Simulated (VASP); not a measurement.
# Al4P (I4/mmm) in VASP: a series of runs

Al4P is run at these levels: PBE; tasks: single point, relaxation of cell and atoms.

All numbers are computed with VASP 6.6.1; they aren't measurements. Logs are shortened: lines on timing, memory, paths and dates and some standing lists are left out, and cuts for length are marked.

## 1. The cell of the first run

The structure is tetragonal, space group I4/mmm (No. 139). The conventional cell has a = 5.421 Å, b = 5.421 Å, c = 6.089 Å, α = 90.00°, β = 90.00°, γ = 90.00°. Al (site symmetry m2m) has 1 P at 2.05 Å and 2 Al at 2.52 Å within 2.7 Å. Within 2.7 Å of P (site symmetry 4/mmm) lie 4 Al at 2.05 Å.

## 2. Single point, PBE

File INCAR:

```
SYSTEM = Al4P
  PREC = Accurate
  ENCUT = 520
  EDIFF = 1E-7
  ISMEAR = 0
  SIGMA = 0.1
  LREAL = .FALSE.
  LASPH = .TRUE.
  NELM = 80
  ALGO = Normal
  ISIF = 2
  LWAVE = .FALSE.
  LCHARG = .TRUE.
  GGA = PE
  LELF = .TRUE.
  LVHAR = .TRUE.
  NBANDS = 16
```

File KPOINTS:

```
regular mesh
0
G
  4 4 4
  0 0 0
```

File POSCAR:

```
Al4P
1.0
   -2.7104683300      2.7104683300      3.0444492600
    2.7104683300     -2.7104683300      3.0444492600
    2.7104683300      2.7104683300     -3.0444492600
Al P
4 1
Direct
    0.2674547900      0.2674547900      0.5349095900
    0.7325452100      0.7325452100      0.4650904100
    0.2674547900      0.7325452100      0.0000000000
    0.7325452100      0.2674547900      0.0000000000
    0.0000000000      0.0000000000      0.0000000000
```

Potentials or basis: VASP PAW PBE potentials, release 64 (Al, P).

Launch:

```console
$ cat potpaw_PBE.64/Al/POTCAR potpaw_PBE.64/P/POTCAR > POTCAR
$ mpirun -np 1 vasp_std > vasp.out
```

OUTCAR:

```text
SYSTEM = Al4P
   PREC = Accurate
   ENCUT = 520
   EDIFF = 1E-7
   ISMEAR = 0
   LREAL = .FALSE.
   LASPH = .TRUE.
   NELM = 80
   ISIF = 2
   GGA = PE

 ion  position               nearest neighbor table
   1  0.267  0.267  0.535-   5 2.05   4 2.52   3 2.52   3 2.90   4 2.90   2 3.06   2 3.06
   2  0.733  0.733  0.465-   5 2.05   3 2.52   4 2.52   4 2.90   3 2.90   1 3.06   1 3.06
   3  0.267  0.733  0.000-   5 2.05   2 2.52   1 2.52   1 2.90   2 2.90   4 3.06   4 3.06
   4  0.733  0.267  0.000-   5 2.05   2 2.52   1 2.52   1 2.90   2 2.90   3 3.06   3 3.06
   5  0.000  0.000  0.000-   3 2.05   4 2.05   1 2.05   2 2.05

  LATTYP: Found a body centered tetragonal cell.
 ALAT       =     5.4209366600
 C/A-ratio  =     1.1232189014

  Lattice vectors:

 A1 = (  -2.7104683300,   2.7104683300,   3.0444492600)
 A2 = (   2.7104683300,  -2.7104683300,   3.0444492600)
 A3 = (   2.7104683300,   2.7104683300,  -3.0444492600)

Analysis of symmetry for initial positions (statically):
=====================================================================
 Subroutine PRICEL returns:
 Original cell was already a primitive cell.

 Routine SETGRP: Setting up the symmetry group for a
 body centered tetragonal supercell.

 Subroutine GETGRP returns: Found 16 space group operations
 (whereof 16 operations were pure point group operations)
 out of a pool of 16 trial point group operations.

The static configuration has the point symmetry D_4h.

Analysis of symmetry for dynamics (positions and initial velocities):
=====================================================================
 Subroutine PRICEL returns:
 Original cell was already a primitive cell.

 Routine SETGRP: Setting up the symmetry group for a
 body centered tetragonal supercell.

 Subroutine GETGRP returns: Found 16 space group operations
 (whereof 16 operations were pure point group operations)
 out of a pool of 16 trial point group operations.

The dynamic configuration has the point symmetry D_4h.

 Subroutine INISYM returns: Found 16 space group operations
 (whereof 16 operations are pure point group operations),
 and found     1 'primitive' translations

----------------------------------------------------------------------------------------

                                     Primitive cell

  volume of cell :      89.4659

  direct lattice vectors                    reciprocal lattice vectors
    -2.710468330  2.710468330  3.044449260     0.000000000  0.184469966  0.164233317
     2.710468330 -2.710468330  3.044449260     0.184469966  0.000000000  0.164233317
     2.710468330  2.710468330 -3.044449260     0.184469966  0.184469966  0.000000000

  length of vectors
     4.895094323  4.895094323  4.895094323     0.246985325  0.246985325  0.260879927

  position of ions in fractional coordinates (direct lattice)
     0.267454790  0.267454790  0.534909590
     0.732545210  0.732545210  0.465090410
     0.267454790  0.732545210  0.000000000
     0.732545210  0.267454790  0.000000000
     0.000000000  0.000000000  0.000000000

  ion indices of the primitive-cell ions
   primitive index   ion index
                 1           1
                 2           2
                 3           3
                 4           4
                 5           5

----------------------------------------------------------------------------------------

 KPOINTS: regular mesh

Automatic generation of k-mesh.
 Grid dimensions read from file:
 generate k-points for:    4    4    4

 Generating k-lattice:

  Cartesian coordinates                     Fractional coordinates (reciprocal lattice)
     0.000000000  0.046117491  0.041058329     0.250000000  0.000000000  0.000000000
     0.046117491  0.000000000  0.041058329     0.000000000  0.250000000  0.000000000
     0.046117491  0.046117491  0.000000000     0.000000000  0.000000000  0.250000000

  Length of vectors
     0.061746331  0.061746331  0.065219982

  Shift w.r.t. Gamma in fractional coordinates (k-lattice)
     0.000000000  0.000000000  0.000000000

 Subroutine IBZKPT returns following result:
 ===========================================

 Found     13 irreducible k-points:

 Following reciprocal coordinates:
            Coordinates               Weight
  0.000000  0.000000  0.000000      1.000000
  0.250000  0.000000  0.000000      8.000000
  0.500000  0.000000  0.000000      4.000000
  0.250000  0.250000  0.000000      8.000000
  0.500000  0.250000  0.000000     16.000000
 -0.250000  0.250000  0.000000      4.000000
  0.500000  0.500000  0.000000      2.000000
  0.250000  0.250000  0.250000      2.000000
 -0.250000  0.250000  0.250000      4.000000
  0.500000  0.500000  0.250000      4.000000
 -0.250000  0.500000  0.250000      8.000000
 -0.250000 -0.250000  0.250000      2.000000
  0.500000  0.500000  0.500000      1.000000
   k-points           NKPTS =     13   k-points in BZ     NKDIM =     13   number of bands    NBANDS=     16
   number of dos      NEDOS =    301   number of ions     NIONS =      5
   total plane-waves  NPLWV =  46656
   dimension x,y,z NGX =    36 NGY =   36 NGZ =   36
   dimension x,y,z NGXF=    72 NGYF=   72 NGZF=   72
   ions per type =               4   1
   NGX,Y,Z   is equivalent  to a cutoff of  12.23, 12.23, 12.23 a.u.
   NGXF,Y,Z  is equivalent  to a cutoff of  24.45, 24.45, 24.45 a.u.
 SYSTEM =  Al4P
   PREC   = accura    normal or accurate (medium, high low for compatibility)
   ISTART =      0    job   : 0-new  1-cont  2-samecut
   ICHARG =      2    charge: 1-file 2-atom 10-const
   ISPIN  =      1    spin polarized calculation?
   LNONCOLLINEAR =      F non collinear calculations
   LSORBIT =      F    spin-orbit coupling
   LASPH  =      T    aspherical Exc in radial PAW
   ENCUT  =  520.0 eV  38.22 Ry    6.18 a.u.   9.10  9.10  9.10*2*pi/ulx,y,z
   NELM   =     80;   NELMIN=  2; NELMDL= -5     # of ELM steps
   EDIFF  = 0.1E-06   stopping-criterion for ELM
   LREAL  =      F    real-space projection
   EDIFFG = 0.1E-05   stopping-criterion for IOM
   NSW    =      0    number of steps for IOM
   IBRION =     -1    ionic relax: 0-MD 1-quasi-New 2-CG
   NFREE  =      0    steps in history (QN), initial steepest desc. (CG)
   ISIF   =      2    stress and relaxation
   ISYM   =      2    0-nonsym 1-usesym 2-fastsym
   POTIM  = 0.5000    time-step for ionic-motion
   TEBEG  =    0.0;   TEEND  =   0.0 temperature during run
   PSTRESS=    0.0 pullay stress
   NELECT =      17.0000    total number of electrons
   NUPDOWN=      -1.0000    fix difference up-down
   EMIN   =  10.00;   EMAX   =-10.00  energy-range for DOS
   EFERMI =   0.00;   METHOD = LEGACY
   ISMEAR =     0;   SIGMA  =   0.10  broadening in eV -4-tet -1-fermi 0-gaus
   EFERMI_NEDOS =   21; number of points for ismear=-14 and -15
   IALGO  =     38    algorithm
   IMIX   =      4    mixing-type and parameters
     AMIX     =   0.40;   BMIX     =  1.00
     AMIX_MAG =   1.60;   BMIX_MAG =  1.00
  volume/ion in A,a.u.               =      17.89       120.75
  Fermi-wavevector in a.u.,A,eV,Ry     =   0.941179  1.778569 12.052272  0.885817
  Thomas-Fermi vector in A             =   2.068664
   LORBIT       =      0    0 simple, 1 ext, 2 COOP (PROOUT), +10 PAW based schemes
   GGA     = PE    functional components
   LHFCALC =     F    Hartree Fock is set to
   AEXX    =    0.0000 exact exchange contribution
   IVDW    =     0    specifies the selected vdW correction
   LEPSILON=     F    determine dielectric tensor
   LRPA    =     F    only Hartree local field effects (RPA)
 non-spin polarized calculation
 Gauss-broadening in eV      SIGMA  =   0.10
  energy-cutoff  :      520.00
  volume of cell :       89.47
 maximum number of plane-waves:      2424
   NGX = 19   NGY = 19   NGZ = 19

 number of electron      17.0000000 magnetization

 Free energy of the ion-electron system (eV)
  ---------------------------------------------------
  ext. energy  EPLUGINS =         0.00000000
  ---------------------------------------------------
  free energy    TOTEN  =       -15.96123616 eV

  energy without entropy =      -15.95104755  energy(sigma->0) =      -15.95614185

 E-fermi :   6.9007     XC(G=0):  -9.7905

 val. band max:        6.8962311175   @ k =  -0.2500   0.2500   0.2500
 cond. band min:       6.9721500592   @ k =  -0.2500   0.2500   0.2500
 fundamental gap:      0.0759189416
 Fermi energy:         6.9007413914

 k-point     1 :       0.0000    0.0000    0.0000
  band No.  band energies     occupation
      1      -6.6960      2.00000
      2       0.3547      2.00000
      3       0.6486      2.00000
      4       0.6486      2.00000
      5       3.5547      2.00000
      6       4.8688      2.00000
[... 8 lines left out ...]
     15      11.8971      0.00000
     16      12.7674      0.00000

 k-point     2 :       0.2500    0.0000    0.0000
  band No.  band energies     occupation
      1      -6.4801      2.00000
      2      -0.9398      2.00000
      3       0.4069      2.00000
      4       1.4363      2.00000
      5       3.1180      2.00000
      6       4.2040      2.00000
[... 8 lines left out ...]
     15      11.0970      0.00000
     16      13.4982      0.00000

 k-point     3 :       0.5000    0.0000    0.0000
  band No.  band energies     occupation
      1      -6.2233      2.00000
      2      -1.7098      2.00000
      3       0.2034      2.00000
      4       1.7549      2.00000
      5       2.3230      2.00000
      6       3.6521      2.00000
[... 8 lines left out ...]
     15      11.5266      0.00000
     16      12.5531      0.00000
[... 153 lines left out ...]
 k-point    12 :      -0.2500   -0.2500    0.2500
  band No.  band energies     occupation
      1      -6.3530      2.00000
      2      -0.2834      2.00000
      3      -0.0240      2.00000
      4      -0.0240      2.00000
      5       3.4759      2.00000
      6       4.1498      2.00000
[... 8 lines left out ...]
     15      13.3184      0.00000
     16      13.3409      0.00000

 k-point    13 :       0.5000    0.5000    0.5000
  band No.  band energies     occupation
      1      -6.0092      2.00000
      2      -0.5827      2.00000
      3      -0.5827      2.00000
      4       0.7404      2.00000
      5       0.9057      2.00000
      6       2.6710      2.00000
[... 8 lines left out ...]
     15      13.7237      0.00000
     16      13.8039      0.00000

------------------------ aborting loop because EDIFF is reached ----------------------------------------

  FORCE on cell =-STRESS in cart. coord.  units (eV):
  Direction    XX          YY          ZZ          XY          YZ          ZX
  --------------------------------------------------------------------------------------
  -------------------------------------------------------------------------------------
  Total       20.7489097     20.7489097     -0.3990590      0.0000000     -0.0000000      0.0000000
  in kB      371.5766859    371.5766859     -7.1464489      0.0000000     -0.0000000      0.0000000
  external PRESSURE =     245.3356410 kB  Pullay stress =       0.0000000 kB

 VOLUME and BASIS-vectors are now :
 -----------------------------------------------------------------------------
  energy-cutoff  :      520.00
  volume of cell :       89.47
      direct lattice vectors                 reciprocal lattice vectors
    -2.710468330  2.710468330  3.044449260     0.000000000  0.184469966  0.164233317
     2.710468330 -2.710468330  3.044449260     0.184469966  0.000000000  0.164233317
     2.710468330  2.710468330 -3.044449260     0.184469966  0.184469966  0.000000000

 POSITION                                       TOTAL-FORCE (eV/Angst)
 -----------------------------------------------------------------------------------
      1.44986      1.44986     -0.00000         2.521327      2.521327      0.000000
      1.26061      1.26061      3.04445        -2.521327     -2.521327     -0.000000
      1.26061     -1.26061      3.04445        -2.521327      2.521327      0.000000
     -1.26061      1.26061      3.04445         2.521327     -2.521327      0.000000
      0.00000      0.00000      0.00000         0.000000      0.000000      0.000000
 -----------------------------------------------------------------------------------
    total drift:                               -0.000000      0.000000     -0.000000

  FREE ENERGIE OF THE ION-ELECTRON SYSTEM (eV)
  ---------------------------------------------------
  free  energy   TOTEN  =       -15.9612361579 eV

  energy  without entropy=      -15.9510475470  energy(sigma->0) =      -15.95614185
```

It took 7.9 s on 1 thread of Intel Xeon 6975P-C (Granite Rapids), shared host; peak memory 0.2 GiB.

Results:

| Quantity | Value |
| --- | --- |
| Free energy | -15.9612 eV |
| Pressure | 24.5 GPa |
| Largest force | 3.566 eV/Å |

Forces in eV/Å, atoms in the order of the input:
```
Al   2.521  2.521  0.000
Al  -2.521 -2.521  0.000
Al  -2.521  2.521  0.000
Al   2.521 -2.521  0.000
P    0.000  0.000  0.000
```

Stress tensor (GPa, compression positive):
```
37.16  0.00  0.00
 0.00 37.16  0.00
 0.00  0.00 -0.71
```

Caveat: the k points lie up to 0.41 Å⁻¹ apart; forces of over 1 eV/Å act on the atoms, so gaps and moduli don't describe the material at rest.

## 3. Single point, PBE

This run uses another cell than the first one, of 20.89 Å³/atom, 1.167 times its volume.

File INCAR:

```
PREC     = Accurate       # precision mode
ENCUT    = 520            # plane-wave cutoff, eV
EDIFF    = 1E-7           # SCF threshold, eV
ISMEAR   = 0              # smearing method
SIGMA    = 0.1            # smearing width, eV
LREAL    = False          # projectors in reciprocal space
LASPH    = True           # aspherical terms in the spheres
NELM     = 100            # most SCF steps
ALGO     = Normal         # electronic algorithm
ISIF     = 2              # what is computed and relaxed
LWAVE    = False          # write WAVECAR
LCHARG   = True           # write CHGCAR
GGA      = PE             # functional
LELF     = True           # ELF
LVHAR    = True         
NBANDS   = 16             # bands
```

File KPOINTS:

```
regular mesh
0
Gamma
  4 4 4
```

File POSCAR:

```
Al4P
1.0
   -3.0308372062      3.0308372062      2.8420670704
    3.0308372062     -3.0308372062      2.8420670704
    3.0308372062      3.0308372062     -2.8420670704
Al P
4 1
Direct
    0.2807315955      0.2807315955      0.5614631910
    0.7192684045      0.7192684045      0.4385368090
    0.2807315955      0.7192684045      0.0000000000
    0.7192684045      0.2807315955      0.0000000000
    0.0000000000      0.0000000000      0.0000000000
```

Potentials or basis: VASP PAW PBE potentials, release 64 (Al, P).

Launch:

```console
$ cat potpaw_PBE.64/Al/POTCAR potpaw_PBE.64/P/POTCAR > POTCAR
$ mpirun -np 1 vasp_std > vasp.out
```

It took 12 s on 1 thread of Intel Xeon 6975P-C (Granite Rapids), shared host; peak memory 0.23 GiB.

The run converged. Its results:

| Property | Result |
| --- | --- |
| Free energy | -18.6180 eV |
| Pressure | 0.0 GPa |

Stress tensor (GPa, compression positive):
```
-0.02  0.00  0.00
 0.00 -0.02  0.00
 0.00  0.00  0.13
```

Levels at points of the mesh, in eV from the Fermi level:
```csv
k point,band 5,band 6,band 7,band 8,band 9,band 10,band 11,band 12,band 13,band 14
"(0.00, 0.00, 0.00)",-2.43,-2.29,-1.63,-1.63,-0.99,-0.99,-0.15,-0.14,2.74,5.41
"(0.50, 0.00, 0.00)",-4.11,-3.70,-0.36,-0.10,0.49,1.80,1.99,2.41,2.51,4.10
"(0.50, 0.50, 0.00)",-3.64,-1.69,-1.56,-0.68,-0.55,0.73,2.55,2.57,2.95,3.77
"(0.50, 0.50, 0.50)",-4.70,-3.29,-0.58,-0.58,1.75,2.07,2.35,2.45,4.05,4.05
```

Caveat: the k points lie up to 0.38 Å⁻¹ apart.

[end of part 1 of 2]
